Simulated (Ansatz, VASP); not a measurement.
**Two plane-wave programs on GaN**

```
Ga N
1.0
     3.18309    0.00000    0.00000
    -1.59154    2.75664    0.00000
     0.00000    0.00000    5.18352
Ga N
2 2
Direct
  0.33333 0.66667 0.00001
  0.66667 0.33333 0.50001
  0.33333 0.66667 0.37679
  0.66667 0.33333 0.87679
```

Alike in both runs: functional r2SCAN; k mesh 8 × 8 × 5; no spin polarisation.

Ansatz relaxed the structure, and its values are those at the end. VASP's run is a single point on that final structure, the one shown.

```csv
,VASP,Ansatz
version,VASP 6.6.1,Ansatz 0.2.0
potentials or method,"VASP PAW PBE potentials, release 64 (Ga_d, N_h), cutoff 910 eV","scalar-relativistic, plane waves, PAW"
occupations,"gaussian, width 0.01 eV",fixed
valence electrons in the cell,36,36
```

VASP gave:

```
gap on the k mesh at the Fermi level (eV) : 2.34
least direct gap on the mesh (eV)         : 2.34
```

Question: Estimate Ansatz's values.

Answer: gap on the k mesh at the Fermi level (eV): 2.35; least direct gap on the mesh (eV): 2.35.

VASP's potentials were made for PBE, not for r2SCAN.

Noted on VASP's run: the cutoff is short for stress, so the pressure is rough.
